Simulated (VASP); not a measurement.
## BaS: single point with r2SCAN

The system is BaS.

```xyz
4
Lattice="5.3819 0.0000 0.0000 -2.6909 4.6608 0.0000 0.0000 0.0000 6.3833" Properties=species:S:1:pos:R:3 pbc="T T T"
Ba    0.0000    3.1072   -0.3990
Ba    2.6909    1.5536    2.7927
S     0.0000    3.1072    2.7927
S     2.6909    1.5536    5.9844
```

| Item | Value |
| --- | --- |
| Program | VASP 6.6.1 |
| Task | single point |
| Functional | r2SCAN |
| Potentials or basis | VASP PAW PBE potentials, release 64 (Ba_sv, S) |
| Cutoff | 520 eV |
| k mesh | 6 × 6 × 4 |
| Occupations | gaussian, width 0.01 eV |
| Spin | no spin polarisation |
| Dipole correction | no |
| Further INCAR settings | ALGO = Normal; EDIFF = 1e-06; NBANDS = 24 |

```json
{"Pressure": "0.4 GPa", "Band gap on the k mesh": "2.82 eV, indirect (least direct gap 2.97 eV)"}
```

Stress tensor (GPa, compression positive):
```
0.41 0.00 0.00
0.00 0.41 0.00
0.00 0.00 0.50
```

Levels at points of the mesh, in eV from the valence-band top:
```
           k point  band 14  band 15  band 16  band 17  band 18  band 19
(0.00, 0.00, 0.00)    -0.88    -0.43     0.00     3.08     4.15     4.15
(0.50, 0.00, 0.00)    -0.41    -0.33    -0.32     3.52     3.70     3.85
(0.00, 0.00, 0.50)    -1.01    -1.01    -1.01     4.10     4.10     5.99
(0.50, 0.00, 0.50)    -0.86    -0.51    -0.51     4.19     4.19     5.42
```

Run time: 3.8 min on 1 thread of Intel(R) Xeon(R) Platinum 8124M CPU @ 3.00GHz (Skylake/Cascade Lake) (shared host), peak memory 0.33 GiB.

Caveat: the PAW data sets were made with another functional, which shifts forces and pressure a little; spin-orbit coupling is left out, which moves the levels of the heavy elements. r2SCAN opens gaps a little over a GGA but as a rule still falls short of measured ones.
